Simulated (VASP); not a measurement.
# InP (Fm-3m) in VASP: a series of runs

InP is run at these levels: PBE; tasks: single point.

Everything below comes from runs of VASP 6.6.1. Logs are shortened: lines on timing, memory, paths and dates and some standing lists are left out, and cuts for length are marked.

## 1. The cell of the first run

Symmetry: Fm-3m, No. 225, cubic system. The conventional cell has a = 5.538 Å, b = 5.538 Å, c = 5.538 Å, α = 90.00°, β = 90.00°, γ = 90.00°. Within 3.6 Å of In (site symmetry m-3m) lie 6 P at 2.77 Å. P (site symmetry m-3m) has 6 In at 2.77 Å within 3.6 Å.

## 2. Single point, PBE

File INCAR:

```
ALGO = Normal ; EDIFF = 1E-6
ENCUT = 520 ; GGA = PE
ISIF = 2 ; ISMEAR = 0
LASPH = True ; LCHARG = True
LELF = True ; LREAL = False
LVHAR = True ; LWAVE = False
NBANDS = 16 ; NELM = 60
PREC = Accurate ; SIGMA = 0.020999999999999998
```

File KPOINTS:

```
k-points
0
Gamma
  8 8 8
```

File POSCAR:

```
InP
1.0
    0.0000000000      2.7688340000      2.7688340000
    2.7688340000      0.0000000000      2.7688340000
    2.7688340000      2.7688340000      0.0000000000
In P
1 1
Direct
    0.0000000000      0.0000000000      0.0000000000
    0.5000000000      0.5000000000      0.5000000000
```

Potentials or basis: VASP PAW PBE potentials, release 64 (In_d, P).

Started as:

```console
cat potpaw_PBE.64/In_d/POTCAR potpaw_PBE.64/P/POTCAR > POTCAR
mpirun -np 1 vasp_std > vasp.out
```

OUTCAR:

```text
EDIFF = 1E-6
   ENCUT = 520
   GGA = PE
   ISIF = 2
   ISMEAR = 0
   LASPH = True
   LREAL = False
   NELM = 60
   PREC = Accurate

 ion  position               nearest neighbor table
   1  0.000  0.000  0.000-   2 2.77   2 2.77   2 2.77   2 2.77   2 2.77   2 2.77
   2  0.500  0.500  0.500-   1 2.77   1 2.77   1 2.77   1 2.77   1 2.77   1 2.77

  LATTYP: Found a face centered cubic cell.
 ALAT       =     5.5376680000

  Lattice vectors:

 A1 = (   0.0000000000,   2.7688340000,   2.7688340000)
 A2 = (   2.7688340000,   0.0000000000,   2.7688340000)
 A3 = (   2.7688340000,   2.7688340000,   0.0000000000)

Analysis of symmetry for initial positions (statically):
=====================================================================
 Subroutine PRICEL returns:
 Original cell was already a primitive cell.

 Routine SETGRP: Setting up the symmetry group for a
 face centered cubic supercell.

 Subroutine GETGRP returns: Found 48 space group operations
 (whereof 48 operations were pure point group operations)
 out of a pool of 48 trial point group operations.

The static configuration has the point symmetry O_h .

Analysis of symmetry for dynamics (positions and initial velocities):
=====================================================================
 Subroutine PRICEL returns:
 Original cell was already a primitive cell.

 Routine SETGRP: Setting up the symmetry group for a
 face centered cubic supercell.

 Subroutine GETGRP returns: Found 48 space group operations
 (whereof 48 operations were pure point group operations)
 out of a pool of 48 trial point group operations.

The dynamic configuration has the point symmetry O_h .

 Subroutine INISYM returns: Found 48 space group operations
 (whereof 48 operations are pure point group operations),
 and found     1 'primitive' translations

----------------------------------------------------------------------------------------

                                     Primitive cell

  volume of cell :      42.4542

  direct lattice vectors                    reciprocal lattice vectors
     0.000000000  2.768834000  2.768834000    -0.180581429  0.180581429  0.180581429
     2.768834000  0.000000000  2.768834000     0.180581429 -0.180581429  0.180581429
     2.768834000  2.768834000  0.000000000     0.180581429  0.180581429 -0.180581429

  length of vectors
     3.915722595  3.915722595  3.915722595     0.312776210  0.312776210  0.312776210

  position of ions in fractional coordinates (direct lattice)
     0.000000000  0.000000000  0.000000000
     0.500000000  0.500000000  0.500000000

  ion indices of the primitive-cell ions
   primitive index   ion index
                 1           1
                 2           2

----------------------------------------------------------------------------------------

 KPOINTS: k-points

Automatic generation of k-mesh.
 Grid dimensions read from file:
 generate k-points for:    8    8    8

 Generating k-lattice:

  Cartesian coordinates                     Fractional coordinates (reciprocal lattice)
    -0.022572679  0.022572679  0.022572679     0.125000000  0.000000000  0.000000000
     0.022572679 -0.022572679  0.022572679     0.000000000  0.125000000  0.000000000
     0.022572679  0.022572679 -0.022572679     0.000000000  0.000000000  0.125000000

  Length of vectors
     0.039097026  0.039097026  0.039097026

  Shift w.r.t. Gamma in fractional coordinates (k-lattice)
     0.000000000  0.000000000  0.000000000

 Subroutine IBZKPT returns following result:
 ===========================================

 Found     29 irreducible k-points:

 Following reciprocal coordinates:
            Coordinates               Weight
  0.000000  0.000000  0.000000      1.000000
  0.125000  0.000000  0.000000      8.000000
  0.250000  0.000000  0.000000      8.000000
  0.375000  0.000000  0.000000      8.000000
  0.500000  0.000000  0.000000      4.000000
  0.125000  0.125000  0.000000      6.000000
[... 16 lines left out ...]
  0.500000  0.250000  0.125000     48.000000
 -0.375000  0.250000  0.125000     24.000000
 [... further k-points ...]
   k-points           NKPTS =     29   k-points in BZ     NKDIM =     29   number of bands    NBANDS=     16
   number of dos      NEDOS =    301   number of ions     NIONS =      2
   total plane-waves  NPLWV =  27000
   dimension x,y,z NGX =    30 NGY =   30 NGZ =   30
   dimension x,y,z NGXF=    60 NGYF=   60 NGZF=   60
   ions per type =               1   1
   NGX,Y,Z   is equivalent  to a cutoff of  12.74, 12.74, 12.74 a.u.
   NGXF,Y,Z  is equivalent  to a cutoff of  25.47, 25.47, 25.47 a.u.
 SYSTEM =  unknown system
   PREC   = accura    normal or accurate (medium, high low for compatibility)
   ISTART =      0    job   : 0-new  1-cont  2-samecut
   ICHARG =      2    charge: 1-file 2-atom 10-const
   ISPIN  =      1    spin polarized calculation?
   LNONCOLLINEAR =      F non collinear calculations
   LSORBIT =      F    spin-orbit coupling
   LASPH  =      T    aspherical Exc in radial PAW
   ENCUT  =  520.0 eV  38.22 Ry    6.18 a.u.   7.28  7.28  7.28*2*pi/ulx,y,z
   NELM   =     60;   NELMIN=  2; NELMDL= -5     # of ELM steps
   EDIFF  = 0.1E-05   stopping-criterion for ELM
   LREAL  =      F    real-space projection
   EDIFFG = 0.1E-04   stopping-criterion for IOM
   NSW    =      0    number of steps for IOM
   IBRION =     -1    ionic relax: 0-MD 1-quasi-New 2-CG
   NFREE  =      0    steps in history (QN), initial steepest desc. (CG)
   ISIF   =      2    stress and relaxation
   ISYM   =      2    0-nonsym 1-usesym 2-fastsym
   POTIM  = 0.5000    time-step for ionic-motion
   TEBEG  =    0.0;   TEEND  =   0.0 temperature during run
   PSTRESS=    0.0 pullay stress
   NELECT =      18.0000    total number of electrons
   NUPDOWN=      -1.0000    fix difference up-down
   EMIN   =  10.00;   EMAX   =-10.00  energy-range for DOS
   EFERMI =   0.00;   METHOD = LEGACY
   ISMEAR =     0;   SIGMA  =   0.02  broadening in eV -4-tet -1-fermi 0-gaus
   EFERMI_NEDOS =   21; number of points for ismear=-14 and -15
   IALGO  =     38    algorithm
   IMIX   =      4    mixing-type and parameters
     AMIX     =   0.40;   BMIX     =  1.00
     AMIX_MAG =   1.60;   BMIX_MAG =  1.00
  volume/ion in A,a.u.               =      21.23       143.25
  Fermi-wavevector in a.u.,A,eV,Ry     =   1.229869  2.324115 20.579860  1.512577
  Thomas-Fermi vector in A             =   2.364739
   LORBIT       =      0    0 simple, 1 ext, 2 COOP (PROOUT), +10 PAW based schemes
   GGA     = PE    functional components
   LHFCALC =     F    Hartree Fock is set to
   AEXX    =    0.0000 exact exchange contribution
   IVDW    =     0    specifies the selected vdW correction
   LEPSILON=     F    determine dielectric tensor
   LRPA    =     F    only Hartree local field effects (RPA)
 non-spin polarized calculation
 Gauss-broadening in eV      SIGMA  =   0.02
  energy-cutoff  :      520.00
  volume of cell :       42.45
 maximum number of plane-waves:      1162
 NGX is ok and might be reduce to    30
   NGX = 15   NGY = 15   NGZ = 15

 number of electron      18.0000009 magnetization

 Free energy of the ion-electron system (eV)
  ---------------------------------------------------
  ext. energy  EPLUGINS =         0.00000000
  ---------------------------------------------------
  free energy    TOTEN  =        -7.90846788 eV

  energy without entropy =       -7.90835816  energy(sigma->0) =       -7.90841302

 E-fermi :   7.1472     XC(G=0): -10.3951

 val. band max:        7.1266131634   @ k =  -0.3750   0.5000   0.1250
 cond. band min:       7.1961388422   @ k =  -0.3750   0.3750   0.0000
 fundamental gap:      0.0695256789
 Fermi energy:         7.1471515826

 k-point     1 :       0.0000    0.0000    0.0000
  band No.  band energies     occupation
      1      -7.2112      2.00000
      2      -7.2112      2.00000
      3      -7.1924      2.00000
      4      -7.1924      2.00000
      5      -7.1924      2.00000
      6      -4.9590      2.00000
[... 8 lines left out ...]
     15      15.5084      0.00000
     16      15.5084      0.00000

 k-point     2 :       0.1250    0.0000    0.0000
  band No.  band energies     occupation
      1      -7.2188      2.00000
      2      -7.2188      2.00000
      3      -7.1928      2.00000
      4      -7.1819      2.00000
      5      -7.1819      2.00000
      6      -4.7647      2.00000
[... 8 lines left out ...]
     15      14.8459      0.00000
     16      15.4012      0.00000

 k-point     3 :       0.2500    0.0000    0.0000
  band No.  band energies     occupation
      1      -7.2407      2.00000
      2      -7.2407      2.00000
      3      -7.1957      2.00000
      4      -7.1528      2.00000
      5      -7.1528      2.00000
      6      -4.2028      2.00000
[... 8 lines left out ...]
     15      15.7568      0.00000
     16      15.7568      0.00000

 k-point     4 :       0.3750    0.0000    0.0000
  band No.  band energies     occupation
      1      -7.2632      2.00000
      2      -7.2632      2.00000
      3      -7.2005      2.00000
      4      -7.1228      2.00000
      5      -7.1228      2.00000
      6      -3.3942      2.00000
[... 8 lines left out ...]
     15      17.2383      0.00000
     16      17.2383      0.00000
[... 324 lines left out ...]
 k-point    22 :       0.3750    0.2500    0.1250
  band No.  band energies     occupation
      1      -7.3136      2.00000
      2      -7.2174      2.00000
      3      -7.2040      2.00000
      4      -7.1395      2.00000
      5      -7.1345      2.00000
      6      -3.6619      2.00000
[... 8 lines left out ...]
     15      18.2749      0.00000
     16      18.4344      0.00000

 k-point    23 :       0.5000    0.2500    0.1250
  band No.  band energies     occupation
      1      -7.3428      2.00000
      2      -7.2339      2.00000
      3      -7.1907      2.00000
      4      -7.1372      2.00000
      5      -7.1136      2.00000
      6      -2.8627      2.00000
[... 8 lines left out ...]
     15      18.3451      0.00000
     16      19.3711      0.00000

 k-point    24 :      -0.3750    0.2500    0.1250
  band No.  band energies     occupation
      1      -7.3528      2.00000
      2      -7.2424      2.00000
      3      -7.1784      2.00000
      4      -7.1445      2.00000
      5      -7.1035      2.00000
      6      -2.3719      2.00000
[... 8 lines left out ...]
     15      17.1235      0.00000
     16      19.8111      0.00000

 [... further k-points ...]
[... 5 lines left out ...]
  --------------------------------------------------------------------------------------
  -------------------------------------------------------------------------------------
  Total       -0.0330750     -0.0330750     -0.0330750      0.0000000      0.0000000      0.0000000
  in kB       -1.2482153     -1.2482153     -1.2482153      0.0000000      0.0000000      0.0000000
  external PRESSURE =      -1.2482153 kB  Pullay stress =       0.0000000 kB

 VOLUME and BASIS-vectors are now :
 -----------------------------------------------------------------------------
  energy-cutoff  :      520.00
  volume of cell :       42.45
      direct lattice vectors                 reciprocal lattice vectors
     0.000000000  2.768834000  2.768834000    -0.180581429  0.180581429  0.180581429
     2.768834000  0.000000000  2.768834000     0.180581429 -0.180581429  0.180581429
     2.768834000  2.768834000  0.000000000     0.180581429  0.180581429 -0.180581429

 POSITION                                       TOTAL-FORCE (eV/Angst)
 -----------------------------------------------------------------------------------
      0.00000      0.00000      0.00000        -0.000000     -0.000000     -0.000000
      2.76883      2.76883      2.76883         0.000000      0.000000      0.000000
 -----------------------------------------------------------------------------------
    total drift:                               -0.000000      0.000000      0.000000

  FREE ENERGIE OF THE ION-ELECTRON SYSTEM (eV)
  ---------------------------------------------------
  free  energy   TOTEN  =        -7.9084678846 eV

  energy  without entropy=       -7.9083581648  energy(sigma->0) =       -7.90841302
```

Run time: 48 s. Hardware: 1 thread of AMD EPYC 7R13, shared host; peak memory 0.15 GiB.

What came out:

* Free energy: -7.9085 eV
* Pressure: -0.1 GPa
* Band gap on the k mesh: zero (band 9 reaches 7.35 eV, above the bottom of band 10 at 4.72 eV)

Levels at points of the mesh, in eV from the Fermi level:
```csv
k point,band 6,band 7,band 8,band 9,band 10,band 11,band 12,band 13
"(0.00, 0.00, 0.00)",-12.11,-0.37,-0.37,-0.37,0.42,7.00,7.00,7.00
"(0.50, 0.00, 0.00)",-10.02,-6.74,0.06,0.06,2.39,3.30,3.30,5.09
"(0.50, 0.50, 0.00)",-8.93,-5.04,-2.62,-2.43,-2.43,3.74,9.77,9.77
```

Caveat: spin-orbit coupling is left out, which moves the levels of the heavy elements.

[end of part 1 of 2]
